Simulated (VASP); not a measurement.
# HPt6 in VASP: a series of runs, part 2 of 2

VASP 6.6.1. Earlier steps stand in the parts before.

**3. Single point, PBE**

The input, INCAR:

```
SYSTEM = HPt6
  PREC = Accurate
  ENCUT = 520
  EDIFF = 1E-6
  ISMEAR = 0
  SIGMA = 0.1
  LREAL = .False.
  LASPH = .True.
  NELM = 80
  ALGO = Normal
  ISIF = 2
  LWAVE = .False.
  LCHARG = .False.
  LDIPOL = .True.
  IDIPOL = 3
  DIPOL = 0.5 0.5 0.310
  GGA = PE
  NBANDS = 74
```

The input, KPOINTS:

```
regular mesh
0
Gamma
  6 6 1
  0 0 0
```

The input, POSCAR:

```
HPt6
1.0
    5.6145835605      0.0000000000      0.0000000000
   -2.8072917802      4.8623719950      0.0000000000
    0.0000000000      0.0000000000     22.6197373747
Pt H
12 2
Direct
    0.3333333333      0.1666666667      0.1768367127
    0.3333333333      0.6666666667      0.1768367127
    0.8333333333      0.1666666667      0.1768367127
    0.8333333333      0.6666666667      0.1768367127
    0.1666666667      0.3333333333      0.2789580515
    0.1666666667      0.8333333333      0.2789580515
    0.6666666667      0.3333333333      0.2789580515
    0.6666666667      0.8333333333      0.2789580515
    0.0000000000      0.0000000000      0.3810715055
    0.0000000000      0.5000000000      0.3810715055
    0.5000000000      0.0000000000      0.3810715055
    0.5000000000      0.5000000000      0.3810715055
    0.2114385736      0.4228771471      0.4960153687
    0.2885614264      0.5771228529      0.4960153687
```

Potentials or basis: VASP PAW PBE potentials, release 64 (Pt, H).

Run with:

```sh
$ cat potpaw_PBE.64/Pt/POTCAR potpaw_PBE.64/H/POTCAR > POTCAR
$ mpirun -np 1 vasp_std > vasp.out
```

OUTCAR:

```text
SYSTEM = HPt6
   PREC = Accurate
   ENCUT = 520
   EDIFF = 1E-6
   ISMEAR = 0
   LREAL = .False.
   LASPH = .True.
   NELM = 80
   ISIF = 2
   GGA = PE

 ion  position               nearest neighbor table
   1  0.333  0.167  0.177-   2 2.81   2 2.81   4 2.81   4 2.81   3 2.81   3 2.81   5 2.82   6 2.82
                             7 2.82
   2  0.333  0.667  0.177-   1 2.81   1 2.81   3 2.81   3 2.81   4 2.81   4 2.81   6 2.82   5 2.82
                             8 2.82
   3  0.833  0.167  0.177-   4 2.81   4 2.81   2 2.81   2 2.81   1 2.81   1 2.81   7 2.82   8 2.82
                             5 2.82
[... 1236 lines left out ...]
    -2.807291780  4.862371995  0.000000000     0.000000000  0.205660941  0.000000000
     0.000000000  0.000000000 22.619737375     0.000000000  0.000000000  0.044209178

 POSITION                                       TOTAL-FORCE (eV/Angst)
 -----------------------------------------------------------------------------------
      1.40365      0.81040      4.00000        -0.007909     -0.000266      0.027382
     -0.00000      3.24158      4.00000        -0.000000     -0.005533      0.024894
      4.21094      0.81040      4.00000         0.007909     -0.000266      0.027382
      2.80729      3.24158      4.00000         0.000000      0.009556      0.019540
      0.00000      1.62079      6.30996        -0.000000     -0.007410     -0.029768
     -1.40365      4.05198      6.30996         0.006585      0.001069     -0.004736
      2.80729      1.62079      6.30996         0.000000      0.006457     -0.044864
      1.40365      4.05198      6.30996        -0.006585      0.001069     -0.004736
      0.00000      0.00000      8.61974        -0.000000     -0.025532     -0.052046
     -1.40365      2.43119      8.61974        -0.042261      0.008887     -0.073284
      2.80729      0.00000      8.61974         0.000000      0.004212     -0.048923
      1.40365      2.43119      8.61974         0.042261      0.008887     -0.073284
      0.00000      2.05619     11.21974        -0.000000     -0.151171      0.116293
     -0.00000      2.80619     11.21974         0.000000      0.150043      0.116153
 -----------------------------------------------------------------------------------
    total drift:                               -0.000000     -0.000011      0.000019

  FREE ENERGIE OF THE ION-ELECTRON SYSTEM (eV)
  ---------------------------------------------------
  free  energy   TOTEN  =       -74.6936781441 eV

  energy  without entropy=      -74.5295223878  energy(sigma->0) =      -74.61160027

 vacuum level on the upper side and lower side of the slab         4.695         4.972
```

stdout:

```text
POSCAR found type information on POSCAR PtH
 POSCAR found :  2 types and      14 ions
 scaLAPACK will be used
 LDA part: xc-table for (Slater+PW92), standard interpolation
 POSCAR, INCAR and KPOINTS ok, starting setup
 FFT: planning ... GRIDC
 FFT: planning ... GRID_SOFT
 FFT: planning ... GRID
 WAVECAR not read
 entering main loop
```

It took 19 min on 1 thread of Intel Xeon 6975P-C (Granite Rapids), shared host; peak memory 0.84 GiB.

What came out:

| Quantity | Value |
| --- | --- |
| Free energy | -74.6937 eV |
| Largest force | 0.191 eV/Å |
| Band gap on the k mesh | zero (bands 61 and 62 overlap by 0.76 eV) |

Forces on the atoms (eV/Å):
```
Pt  -0.008  0.000  0.027
Pt   0.000 -0.006  0.025
Pt   0.008  0.000  0.027
Pt   0.000  0.010  0.020
Pt   0.000 -0.007 -0.030
Pt   0.007  0.001 -0.005
Pt   0.000  0.006 -0.045
Pt  -0.007  0.001 -0.005
Pt   0.000 -0.026 -0.052
Pt  -0.042  0.009 -0.073
Pt   0.000  0.004 -0.049
Pt   0.042  0.009 -0.073
H    0.000 -0.151  0.116
H    0.000  0.150  0.116
```

Caveat: spin-orbit coupling is left out, which moves the levels of the heavy elements.

**4. Single point, PBE**

The input, INCAR:

```
SYSTEM = HPt6
PREC = Accurate
ENCUT = 520
EDIFF = 1E-6
ISMEAR = 0
SIGMA = 0.1
LREAL = .False.
LASPH = .True.
NELM = 60
ALGO = Normal
ISIF = 2
LWAVE = .False.
LCHARG = .True.
LDIPOL = .True.
IDIPOL = 3
DIPOL = 0.5 0.5 0.296
GGA = PE
LELF = .True.
LVHAR = .True.
LVACPOTAV = .True.
NBANDS = 74
```

The input, KPOINTS:

```
Automatic mesh
0
Gamma
  6 6 1
  0 0 0
```

Edit POSCAR of step 3 so:

```diff
@@ -20,3 +20,3 @@
     0.5000000000      0.5000000000      0.3810715055
-    0.2114385736      0.4228771471      0.4960153687
-    0.2885614264      0.5771228529      0.4960153687
+    0.1350869492      0.2701738984      0.4009656357
+    0.3649130508      0.7298261016      0.4009656357
```

Run with:

```sh
$ cat potpaw_PBE.64/Pt/POTCAR potpaw_PBE.64/H/POTCAR > POTCAR
$ mpirun -np 1 vasp_std > vasp.out
```

Run time: 34 min. Hardware: 1 thread of Intel Xeon Platinum 8259CL at 2.50GHz (Skylake/Cascade Lake), shared host; peak memory 0.89 GiB.

Results (log left out):

```yaml
Free_energy: -73.4058 eV
Largest_force: 7.055 eV/Å
Band_gap_on_the_k_mesh: zero (bands 61 and 62 overlap by 0.60 eV)
```

Forces in eV/Å, atoms in the order of the input:
```
Pt   0.039  0.003 -0.010
Pt   0.000  0.012 -0.057
Pt  -0.039  0.003 -0.010
Pt   0.000  0.028 -0.067
Pt   0.000 -0.039 -0.484
Pt   0.004 -0.014 -0.291
Pt   0.000  0.077 -0.161
Pt  -0.004 -0.014 -0.291
Pt   0.000 -6.521 -2.071
Pt  -1.784 -0.053 -0.245
Pt   0.000  6.722 -2.143
Pt   1.784 -0.053 -0.245
H    0.000  5.235  3.076
H    0.000 -5.387  2.998
```

Levels at points of the mesh, in eV from the Fermi level:
| k point | band 58 | band 59 | band 60 | band 61 | band 62 | band 63 |
| --- | --- | --- | --- | --- | --- | --- |
| (0.00, 0.00, 0.00) | 0.22 | 0.27 | 0.31 | 0.35 | 0.50 | 0.60 |
| (0.50, 0.00, 0.00) | -0.60 | -0.20 | -0.18 | -0.04 | -0.01 | 0.23 |
| (0.00, 0.50, 0.00) | -0.63 | -0.19 | -0.15 | 0.01 | 0.02 | 0.23 |

Caveat: spin-orbit coupling is left out, which moves the levels of the heavy elements.

**5. Single point, PBE**

The input, INCAR:

```
SYSTEM = HPt6
  PREC = Accurate
  ENCUT = 520
  EDIFF = 1E-6
  ISMEAR = 0
  SIGMA = 0.1
  LREAL = .FALSE.
  LASPH = .TRUE.
  NELM = 60
  ALGO = Normal
  ISIF = 2
  LWAVE = .FALSE.
  LCHARG = .FALSE.
  LDIPOL = .TRUE.
  IDIPOL = 3
  DIPOL = 0.5 0.5 0.300
  GGA = PE
  NBANDS = 74
```

The input, KPOINTS:

```
Automatic mesh
0
G
  6 6 1
  0 0 0
```

Edit POSCAR of step 4 so:

```diff
@@ -20,3 +20,3 @@
     0.5000000000      0.5000000000      0.3810715055
-    0.1350869492      0.2701738984      0.4009656357
-    0.3649130508      0.7298261016      0.4009656357
+    0.2165800971      0.4331601942      0.4292595097
+    0.2834199029      0.5668398058      0.4292595097
```

Run with:

```sh
$ cat potpaw_PBE.64/Pt/POTCAR potpaw_PBE.64/H/POTCAR > POTCAR
$ mpirun -np 1 vasp_std > vasp.out
```

It took 38 min on 1 thread of Intel Xeon Platinum 8259CL at 2.50GHz (Skylake/Cascade Lake), shared host; peak memory 0.89 GiB.

Results (log left out):

```yaml
Free_energy: -73.4586 eV
Largest_force: 9.331 eV/Å
Band_gap_on_the_k_mesh: zero (bands 61 and 62 overlap by 0.69 eV)
```

Forces in eV/Å, atoms in the order of the input:
```
Pt   0.045  0.006 -0.112
Pt   0.000  0.022  0.029
Pt  -0.045  0.006 -0.112
Pt   0.000 -0.029  0.119
Pt   0.000 -0.114 -0.412
Pt  -0.013  0.120 -0.144
Pt   0.000  0.019  0.315
Pt   0.013  0.120 -0.144
Pt   0.000 -0.489 -0.217
Pt  -1.533 -0.120 -0.428
Pt   0.000  0.561 -0.325
Pt   1.533 -0.120 -0.428
H    0.000 -9.263  0.922
H    0.000  9.284  0.937
```

Levels at points of the mesh, in eV from the Fermi level:
```csv
k point,band 59,band 60,band 61,band 62,band 63,band 64
"(0.00, 0.00, 0.00)",0.31,0.38,0.44,0.58,0.59,0.60
"(0.50, 0.00, 0.00)",-0.28,-0.17,-0.03,0.00,0.20,0.27
"(0.00, 0.50, 0.00)",-0.30,-0.13,-0.10,0.05,0.20,0.23
```

Caveat: spin-orbit coupling is left out, which moves the levels of the heavy elements.

**6. Single point, PBE**

The input, INCAR:

```
PREC = Accurate
ENCUT = 520
EDIFF = 1E-6
ISMEAR = 0
SIGMA = 0.1
LREAL = False
LASPH = True
NELM = 100
ALGO = Normal
ISIF = 2
LWAVE = False
LCHARG = False
LDIPOL = True
IDIPOL = 3
DIPOL = 0.5 0.5 0.304
GGA = PE
NBANDS = 74
```

The input, KPOINTS:

```
regular mesh
0
Gamma
  6 6 1
```

Edit POSCAR of step 5 so:

```diff
@@ -20,3 +20,3 @@
     0.5000000000      0.5000000000      0.3810715055
-    0.2165800971      0.4331601942      0.4292595097
-    0.2834199029      0.5668398058      0.4292595097
+    0.1350869492      0.2701738984      0.4575533837
+    0.3649130508      0.7298261016      0.4575533837
```

Potentials or basis: VASP PAW PBE potentials, release 64 (Pt, H).

Run with:

```sh
$ cat potpaw_PBE.64/Pt/POTCAR potpaw_PBE.64/H/POTCAR > POTCAR
$ mpirun -np 1 vasp_std > vasp.out
```

Wall time 32 min (1 thread of Intel Xeon Platinum 8259CL at 2.50GHz (Skylake/Cascade Lake), shared host); peak memory 0.89 GiB.

The run converged. Its results:

* Free energy: -73.5782 eV
* Largest force: 2.257 eV/Å
* Band gap on the k mesh: zero (bands 61 and 62 overlap by 0.71 eV)

Forces on the atoms (eV/Å):
```
Pt   0.054  0.008  0.020
Pt   0.000  0.052 -0.066
Pt  -0.054  0.008  0.020
Pt   0.000 -0.039  0.015
Pt   0.000 -0.021 -0.248
Pt  -0.077 -0.057  0.008
Pt   0.000  0.026  0.440
Pt   0.077 -0.057  0.008
Pt   0.000  0.839  1.365
Pt   0.109 -0.017  0.729
Pt   0.000 -0.726  1.265
Pt  -0.109 -0.017  0.729
H    0.000 -0.662 -2.126
H    0.000  0.662 -2.158
```

Levels at points of the mesh, in eV from the Fermi level:
```
           k point  band 58  band 59  band 60  band 61  band 62  band 63  band 64  band 65
(0.00, 0.00, 0.00)     0.21     0.41     0.44     0.45     0.45     0.57     0.58     0.58
(0.50, 0.00, 0.00)    -0.68    -0.26    -0.18    -0.02     0.00     0.22     0.26     0.60
(0.00, 0.50, 0.00)    -0.72    -0.27    -0.18    -0.01     0.00     0.22     0.25     0.68
```

Caveat: spin-orbit coupling is left out, which moves the levels of the heavy elements.

**7. The runs side by side**

| cell | gap on the mesh (eV) | largest force (eV/Å) |
| --- | --- | --- |
| as given, atomic positions A | none | 4.92 |
| as given, atomic positions B | none | 0.19 |
| as given, atomic positions C | none | 7.06 |
| as given, atomic positions D | none | 9.33 |
| as given, atomic positions E | none | 2.26 |

Alike in all rows: task single point; level PBE; potentials or basis VASP PAW PBE potentials, release 64 (Pt, H); no spin polarisation; k mesh 6 × 6 × 1; cutoff (eV) 520; smearing gaussian 0.1 eV.

Caveats: spin-orbit coupling is left out, which moves the levels of the heavy elements.

Absolute energies hang on the potentials; compare differences alone.
